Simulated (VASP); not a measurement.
Runs of VASP 6.6.1 on SrO. The structure is that of space group P6_3/mmc (No. 194), or close to it. The cells are those of the table. 

| cell | gap on the mesh (eV) | pressure (GPa) |
| --- | --- | --- |
| a = 3.344, b = 3.344, c = 7.021 Å, angles 90.0, 90.0, 120.0°, 4 atoms | 2.33 | (c) |
| a = 3.442, b = 3.442, c = 6.625 Å, angles 90.0, 90.0, 120.0°, 4 atoms | 2.98 | -6.1 |
| a = 3.653, b = 3.653, c = 5.881 Å, angles 90.0, 90.0, 120.0°, 4 atoms | 2.35 | (a) |
| a = 3.828, b = 3.828, c = 5.358 Å, angles 90.0, 90.0, 120.0°, 4 atoms | 0.96 | -3.6 |
| a = 3.256, b = 3.256, c = 7.406 Å, angles 90.0, 90.0, 120.0°, 4 atoms | 1.38 | -8.1 |
| a = 3.602, b = 3.602, c = 6.050 Å, angles 90.0, 90.0, 120.0°, 4 atoms | (b) | -4.6 |
| a = 3.496, b = 3.496, c = 6.423 Å, angles 90.0, 90.0, 120.0°, 4 atoms | 3.01 | -5.5 |
| a = 3.751, b = 3.751, c = 5.579 Å, angles 90.0, 90.0, 120.0°, 4 atoms | (d) | -3.9 |

Alike in all rows: task single point; level LDA; potentials or basis VASP PAW LDA potentials, release 64 (Sr_sv, O); no spin polarisation; k mesh 9 × 9 × 4; cutoff (eV) 520; smearing gaussian 0.05 eV.

Task: Fill in the values left out.

Result: (a) -4.3; (b) 2.66; (c) -7.2; (d) 1.62.

A k mesh can miss the band edges, and the runs leave out spin-orbit coupling on Sr.
